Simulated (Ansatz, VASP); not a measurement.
## One calculation of C, two programs

```
C
1.0
    -1.18265   -1.18265    2.05160
    -3.54796    1.18265   -2.05160
     1.18265   -3.54796   -2.05160
C
8
Cartesian
  -2.3653 -2.3653 -3.3525
  -1.1827 -3.5480 -1.3009
  -3.5480 -1.1827 -1.3009
  -1.1827 -1.1827 -1.3009
  -2.3653 -2.3653 -0.7506
  0.0000 -2.3653 -0.7506
  -2.3653 0.0000 -0.7506
  -1.1827 -1.1827 1.3009
```

Alike in both runs: task single point; functional PBE; k mesh 8 × 6 × 6; occupations gaussian, width 0.2 eV; no spin polarisation.

|  | VASP | Ansatz |
| --- | --- | --- |
| version | VASP 6.6.1 | Ansatz 0.2.0 |
| potentials or method | VASP PAW PBE potentials, release 64 (C), cutoff 520 eV | scalar-relativistic, plane waves, PAW |
| valence electrons in the cell | 32 | 32 |

```csv
,VASP,Ansatz,Ansatz less VASP
gap on the k mesh at the Fermi level (eV),none,none,-
pressure (GPa),0.6,0.2,-0.40
"traceless stress, the component that is largest in VASP (GPa)",4.48,4.48,-0.001
rms of the force components (eV/Å),0.042,0.042,0.0000
```

Atom by atom the forces differ by 0.022 eV/Å (rms over components). A gap of «none» marks a metal or a gap that the smearing closes.
